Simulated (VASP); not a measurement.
# TiAl30 (a cell with a defect) in VASP: notebook, part 2 of 2

VASP 6.6.1. The steps go on from the part before.

### 3 Single point, PBE

File INCAR:

```
  PREC = Accurate
  ENCUT = 520
  EDIFF = 1E-7
  ISMEAR = 0
  SIGMA = 0.15
  LREAL = Auto
  LASPH = True
  NELM = 60
  ALGO = Normal
  ISIF = 2
  LWAVE = False
  LCHARG = False
  GGA = PE
  NBANDS = 72
```

File KPOINTS:

```
Automatic mesh
0
Gamma
  3 3 3
```

File POSCAR:

```
TiAl30
1.0
    8.1000000000      0.0000000000      0.0000000000
    0.0000000000      8.1000000000      0.0000000000
    0.0000000000      0.0000000000      8.1000000000
Ti Al
1 30
Direct
    0.7546246914     -0.2546246914      0.0000000000
    0.7446027160      0.2428304938      0.0000000000
    0.7452964198     -0.0024359259      0.2460545679
   -0.0014055556     -0.0027622222      0.0000000000
    0.2526087654      0.2473912346      0.0000000000
    0.5027622222      0.5014055556      0.0000000000
    0.2512625926      0.0029044444      0.2494530864
    0.4970955556      0.2487374074      0.2494530864
    0.7504232099      0.5004683951      0.2509865432
    0.4993264198      0.0006735802      0.5000000000
    0.7500244444      0.2478881481      0.5000000000
    0.7452964198     -0.0024359259      0.7539454321
    0.0022230864      0.4977769136      0.0000000000
    0.2571695062      0.7553972840      0.0000000000
   -0.0013243210      0.2493724691      0.2499774074
    0.2506275309      0.5013243210      0.2499774074
    0.5024359259      0.7547035802      0.2460545679
   -0.0016824691     -0.0007274074      0.5000000000
    0.2473813580      0.2526186420      0.5000000000
    0.5007274074      0.5016824691      0.5000000000
    0.7491411111      0.7508588889      0.5000000000
    0.2512625926      0.0029044444      0.7505469136
    0.4970955556      0.2487374074      0.7505469136
    0.7504232099      0.5004683951      0.7490134568
   -0.0004683951      0.7495767901      0.2509865432
   -0.0003127160      0.5003127160      0.5000000000
    0.2521118519      0.7499755556      0.5000000000
   -0.0013243210      0.2493724691      0.7500225926
    0.2506275309      0.5013243210      0.7500225926
    0.5024359259      0.7547035802      0.7539454321
   -0.0004683951      0.7495767901      0.7490134568
```

Potentials or basis: VASP PAW PBE potentials, release 64 (Ti_sv, Al).

Started as:

```console
$ cat potpaw_PBE.64/Ti_sv/POTCAR potpaw_PBE.64/Al/POTCAR > POTCAR
$ mpirun -np 1 vasp_std > vasp.out
```

OUTCAR:

```text
PREC = Accurate
   ENCUT = 520
   EDIFF = 1E-7
   ISMEAR = 0
   LREAL = Auto
   LASPH = True
   NELM = 60
   ISIF = 2
   GGA = PE

 ion  position               nearest neighbor table
   1  0.755  0.745  0.000-  13 2.84   6 2.84   4 2.84   9 2.84  24 2.84  25 2.84  31 2.84  12 2.85
                             3 2.85  30 2.85  17 2.85
   2  0.745  0.243  0.000-   3 2.81  12 2.81   8 2.85  23 2.85   4 2.86   6 2.87  15 2.89  28 2.89
                            24 2.91   9 2.91  13 2.94
   3  0.745  0.998  0.246-  17 2.78   2 2.81   1 2.85   4 2.86   8 2.86  10 2.86  21 2.87  25 2.88
                            11 2.89  15 2.89  18 2.90
   4  0.999  0.997  0.000-   1 2.84  25 2.86  31 2.86   3 2.86  12 2.86   2 2.86  14 2.87  28 2.88
                            15 2.88  22 2.88   7 2.88   5 2.89
   5  0.253  0.247  0.000-   7 2.83   8 2.83  22 2.83  23 2.83  13 2.87  15 2.89  16 2.89  28 2.89
                            29 2.89   6 2.89   4 2.89
   6  0.503  0.501  0.000-   1 2.84   9 2.86  24 2.86  17 2.86  30 2.86  14 2.86   2 2.87  29 2.88
                            16 2.88  23 2.88   8 2.88   5 2.89
   7  0.251  0.003  0.249-   8 2.82   5 2.83  14 2.85  10 2.86  15 2.86  17 2.86  19 2.87   4 2.88
                            27 2.88  18 2.88  25 2.89
   8  0.497  0.249  0.249-   7 2.82   5 2.83   2 2.85  10 2.86  16 2.86   3 2.86  19 2.87   6 2.88
                            11 2.88  20 2.88   9 2.89
   9  0.750  0.500  0.251-   1 2.84  25 2.85  26 2.85   6 2.86  20 2.86  15 2.86  21 2.86  11 2.87
[... 31 lines left out ...]
  25  1.000  0.750  0.251-   1 2.84   9 2.85  26 2.85   4 2.86  18 2.86  16 2.86  21 2.86  27 2.87
                             3 2.88  13 2.88   7 2.89  14 2.91
  26  1.000  0.500  0.500-  19 2.84   9 2.85  24 2.85  25 2.85  31 2.85  15 2.87  28 2.87  29 2.87
                            16 2.87  21 2.87  27 2.88  11 2.88
  27  0.252  0.750  0.500-  20 2.85  10 2.85  16 2.86  29 2.86  25 2.87  31 2.87  26 2.88  18 2.88
                             7 2.88  22 2.88  30 2.89  17 2.89
  28  0.999  0.249  0.750-  13 2.85  11 2.86  19 2.86  22 2.86  24 2.86  18 2.86  26 2.87   4 2.88
                            29 2.89   5 2.89   2 2.89  12 2.89
  29  0.251  0.501  0.750-  13 2.85  27 2.86  19 2.86  23 2.86  31 2.86  20 2.86  26 2.87   6 2.88
                            28 2.89   5 2.89  14 2.89  30 2.89
  30  0.502  0.755  0.754-  12 2.78  14 2.81   1 2.85   6 2.86  22 2.86  10 2.86  21 2.87  24 2.88
                            27 2.89  29 2.89  20 2.90
  31  1.000  0.750  0.749-   1 2.84  24 2.85  26 2.85   4 2.86  18 2.86  29 2.86  21 2.86  27 2.87
                            12 2.88  13 2.88  22 2.89  14 2.91

  LATTYP: Found a simple cubic cell.
 ALAT       =     8.1000000000

  Lattice vectors:

 A1 = (   8.1000000000,   0.0000000000,   0.0000000000)
 A2 = (   0.0000000000,   8.1000000000,   0.0000000000)
 A3 = (   0.0000000000,   0.0000000000,   8.1000000000)

Analysis of symmetry for initial positions (statically):
=====================================================================
 Subroutine PRICEL returns:
 Original cell was already a primitive cell.

 Routine SETGRP: Setting up the symmetry group for a
 simple cubic supercell.

 Subroutine GETGRP returns: Found  4 space group operations
 (whereof  2 operations were pure point group operations)
 out of a pool of 48 trial point group operations.

The static configuration has the point symmetry C_1h.
 The point group associated with its full space group is C_2v.

Analysis of symmetry for dynamics (positions and initial velocities):
=====================================================================
 Subroutine PRICEL returns:
 Original cell was already a primitive cell.

[... 133 lines left out ...]
   total plane-waves  NPLWV = 216000
   dimension x,y,z NGX =    60 NGY =   60 NGZ =   60
   dimension x,y,z NGXF=   120 NGYF=  120 NGZF=  120
   ions per type =               1  30
   NGX,Y,Z   is equivalent  to a cutoff of  12.31, 12.31, 12.31 a.u.
   NGXF,Y,Z  is equivalent  to a cutoff of  24.63, 24.63, 24.63 a.u.
 SYSTEM =  unknown system
   PREC   = accura    normal or accurate (medium, high low for compatibility)
   ISTART =      0    job   : 0-new  1-cont  2-samecut
   ICHARG =      2    charge: 1-file 2-atom 10-const
   ISPIN  =      1    spin polarized calculation?
   LNONCOLLINEAR =      F non collinear calculations
   LSORBIT =      F    spin-orbit coupling
   LASPH  =      T    aspherical Exc in radial PAW
   ENCUT  =  520.0 eV  38.22 Ry    6.18 a.u.  15.06 15.06 15.06*2*pi/ulx,y,z
   NELM   =     60;   NELMIN=  2; NELMDL= -5     # of ELM steps
   EDIFF  = 0.1E-06   stopping-criterion for ELM
   LREAL  =      T    real-space projection
   EDIFFG = 0.1E-05   stopping-criterion for IOM
   NSW    =      0    number of steps for IOM
   IBRION =     -1    ionic relax: 0-MD 1-quasi-New 2-CG
   NFREE  =      0    steps in history (QN), initial steepest desc. (CG)
   ISIF   =      2    stress and relaxation
   ISYM   =      2    0-nonsym 1-usesym 2-fastsym
   POTIM  = 0.5000    time-step for ionic-motion
   TEBEG  =    0.0;   TEEND  =   0.0 temperature during run
   PSTRESS=    0.0 pullay stress
   NELECT =     102.0000    total number of electrons
   NUPDOWN=      -1.0000    fix difference up-down
   EMIN   =  10.00;   EMAX   =-10.00  energy-range for DOS
   EFERMI =   0.00;   METHOD = LEGACY
   ISMEAR =     0;   SIGMA  =   0.15  broadening in eV -4-tet -1-fermi 0-gaus
   EFERMI_NEDOS =   21; number of points for ismear=-14 and -15
   IALGO  =     38    algorithm
   IMIX   =      4    mixing-type and parameters
     AMIX     =   0.40;   BMIX     =  1.00
     AMIX_MAG =   1.60;   BMIX_MAG =  1.00
  volume/ion in A,a.u.               =      17.14       115.69
  Fermi-wavevector in a.u.,A,eV,Ry     =   0.944329  1.784523 12.133087  0.891757
  Thomas-Fermi vector in A             =   2.072123
   LORBIT       =      0    0 simple, 1 ext, 2 COOP (PROOUT), +10 PAW based schemes
   GGA     = PE    functional components
   LHFCALC =     F    Hartree Fock is set to
   AEXX    =    0.0000 exact exchange contribution
   IVDW    =     0    specifies the selected vdW correction
   LEPSILON=     F    determine dielectric tensor
   LRPA    =     F    only Hartree local field effects (RPA)
 non-spin polarized calculation
 Gauss-broadening in eV      SIGMA  =   0.15
  energy-cutoff  :      520.00
  volume of cell :      531.44
 maximum number of plane-waves:     14358
   NGX = 31   NGY = 31   NGZ = 31

 number of electron     101.9999999 magnetization

 Free energy of the ion-electron system (eV)
  ---------------------------------------------------
  ext. energy  EPLUGINS =         0.00000000
  ---------------------------------------------------
  free energy    TOTEN  =      -120.60700527 eV

  energy without entropy =     -120.44164093  energy(sigma->0) =     -120.52432310

 E-fermi :   7.5157     XC(G=0): -10.0786

 val. band max:        7.5109941635   @ k =   0.3333   0.3333   0.3333
 cond. band min:       7.5362025940   @ k =  -0.3333   0.3333   0.0000
 fundamental gap:      0.0252084305
 Fermi energy:         7.5157121261

 k-point     1 :       0.0000    0.0000    0.0000
  band No.  band energies     occupation
      1     -49.4952      2.00000
      2     -25.7832      2.00000
      3     -25.7799      2.00000
      4     -25.7407      2.00000
      5      -3.2627      2.00000
      6      -1.1689      2.00000
[... 517 lines left out ...]
     62       9.2559      0.00000
     63       9.3371      0.00000
 [bands above 63 left out]

------------------------ aborting loop because EDIFF is reached ----------------------------------------

  FORCE on cell =-STRESS in cart. coord.  units (eV):
  Direction    XX          YY          ZZ          XY          YZ          ZX
  --------------------------------------------------------------------------------------
  -------------------------------------------------------------------------------------
  Total       -4.5979726     -4.5979726     -4.2290312     -0.3627348      0.0000000      0.0000000
  in kB      -13.8618725    -13.8618725    -12.7495959     -1.0935652      0.0000000      0.0000000
  external PRESSURE =     -13.4911136 kB  Pullay stress =       0.0000000 kB

 VOLUME and BASIS-vectors are now :
 -----------------------------------------------------------------------------
  energy-cutoff  :      520.00
  volume of cell :      531.44
      direct lattice vectors                 reciprocal lattice vectors
     8.100000000  0.000000000  0.000000000     0.123456790  0.000000000  0.000000000
     0.000000000  8.100000000  0.000000000     0.000000000  0.123456790  0.000000000
     0.000000000  0.000000000  8.100000000     0.000000000  0.000000000  0.123456790

 POSITION                                       TOTAL-FORCE (eV/Angst)
 -----------------------------------------------------------------------------------
      6.11246      6.03754      0.00000         0.002656     -0.002656      0.000000
      6.03128      1.96693      0.00000        -0.002134     -0.001622      0.000000
      6.03690      8.08027      1.99304         0.003071      0.004817      0.001375
      8.08861      8.07763      0.00000         0.004472     -0.007971      0.000000
      2.04613      2.00387      0.00000         0.003881     -0.003881      0.000000
      4.07237      4.06139      0.00000         0.007971     -0.004472      0.000000
[... 23 lines left out ...]
      4.06973      6.11310      6.10696        -0.004817     -0.003071     -0.001375
      8.09621      6.07157      6.06701        -0.002219     -0.007880     -0.002547
 -----------------------------------------------------------------------------------
    total drift:                               -0.021265      0.021265      0.000000

  FREE ENERGIE OF THE ION-ELECTRON SYSTEM (eV)
  ---------------------------------------------------
  free  energy   TOTEN  =      -120.6070052746 eV

  energy  without entropy=     -120.4416409330  energy(sigma->0) =     -120.52432310
```

Wall time 9.6 min (1 thread of Intel Xeon Platinum 8259CL at 2.50GHz (Skylake/Cascade Lake), shared host); peak memory 0.57 GiB.

What came out:

| Item | Value |
| --- | --- |
| Free energy | -120.6070 eV |
| Pressure | -1.3 GPa |
| Largest force | 0.011 eV/Å |
| Band gap on the k mesh | zero (bands 51 and 52 overlap by 0.08 eV) |

Forces in eV/Å, atoms in the order of the input:
```
Ti   0.003 -0.003  0.000
Al  -0.002 -0.002  0.000
Al   0.003  0.005  0.001
Al   0.004 -0.008  0.000
Al   0.004 -0.004  0.000
Al   0.008 -0.004  0.000
Al  -0.003  0.004  0.003
Al  -0.004  0.003  0.003
Al   0.008  0.002  0.003
Al  -0.003  0.003  0.000
Al  -0.001 -0.009  0.000
Al   0.003  0.005 -0.001
Al   0.004 -0.004  0.000
Al   0.002  0.002  0.000
Al  -0.009 -0.005 -0.002
Al   0.005  0.009 -0.002
Al  -0.005 -0.003  0.001
Al  -0.008 -0.005  0.000
Al  -0.004  0.004  0.000
Al   0.005  0.008  0.000
Al  -0.004  0.004  0.000
Al  -0.003  0.004 -0.003
Al  -0.004  0.003 -0.003
Al   0.008  0.002 -0.003
Al  -0.002 -0.008  0.003
Al   0.001 -0.001  0.000
Al   0.009  0.001  0.000
Al  -0.009 -0.005  0.002
Al   0.005  0.009  0.002
Al  -0.005 -0.003 -0.001
Al  -0.002 -0.008 -0.003
```

Levels at points of the mesh, in eV from the Fermi level:
| k point | band 49 | band 50 | band 51 | band 52 | band 53 | band 54 |
| --- | --- | --- | --- | --- | --- | --- |
| (0.00, 0.00, 0.00) | -0.29 | -0.07 | 0.06 | 0.47 | 0.47 | 0.52 |

### 4 Single point, PBE

File INCAR:

```
SYSTEM = TiAl30
ALGO = Normal ; EDIFF = 1E-7
ENCUT = 520 ; GGA = PE
ISIF = 2 ; ISMEAR = 0
LASPH = .True. ; LCHARG = .True.
LELF = .True. ; LREAL = Auto
LVHAR = .True. ; LWAVE = .False.
NBANDS = 72 ; NELM = 60
PREC = Accurate ; SIGMA = 0.15
```

File KPOINTS:

```
k-points
0
Gamma
  3 3 3
  0 0 0
```

POSCAR is that of step 3.

Started as:

```console
$ cat potpaw_PBE.64/Ti_sv/POTCAR potpaw_PBE.64/Al/POTCAR > POTCAR
$ mpirun -np 1 vasp_std > vasp.out
```

Run time: 9.9 min. Hardware: 1 thread of Intel Xeon Platinum 8259CL at 2.50GHz (Skylake/Cascade Lake), shared host; peak memory 0.57 GiB.

It converged, with:

| Quantity | Value |
| --- | --- |
| Free energy | -120.6070 eV |
| Pressure | -1.3 GPa |
| Largest force | 0.011 eV/Å |
| Band gap on the k mesh | zero (bands 51 and 52 overlap by 0.08 eV) |

Forces on the atoms (eV/Å):
```
Ti   0.003 -0.003  0.000
Al  -0.002 -0.002  0.000
Al   0.003  0.005  0.001
Al   0.004 -0.008  0.000
Al   0.004 -0.004  0.000
Al   0.008 -0.004  0.000
Al  -0.003  0.004  0.003
Al  -0.004  0.003  0.003
Al   0.008  0.002  0.003
Al  -0.003  0.003  0.000
Al  -0.001 -0.009  0.000
Al   0.003  0.005 -0.001
Al   0.004 -0.004  0.000
Al   0.002  0.002  0.000
Al  -0.009 -0.005 -0.002
Al   0.005  0.009 -0.002
Al  -0.005 -0.003  0.001
Al  -0.008 -0.005  0.000
Al  -0.004  0.004  0.000
Al   0.005  0.008  0.000
Al  -0.004  0.004  0.000
Al  -0.003  0.004 -0.003
Al  -0.004  0.003 -0.003
Al   0.008  0.002 -0.003
Al  -0.002 -0.008  0.003
Al   0.001 -0.001  0.000
Al   0.009  0.001  0.000
Al  -0.009 -0.005  0.002
Al   0.005  0.009  0.002
Al  -0.005 -0.003 -0.001
Al  -0.002 -0.008 -0.003
```

Stress tensor (GPa, compression positive):
```
-1.39 -0.11  0.00
-0.11 -1.39  0.00
 0.00  0.00 -1.27
```

Levels at points of the mesh, in eV from the Fermi level:
```tsv
k point	band 49	band 50	band 51	band 52	band 53	band 54
(0.00, 0.00, 0.00)	-0.29	-0.07	0.06	0.47	0.47	0.52
```
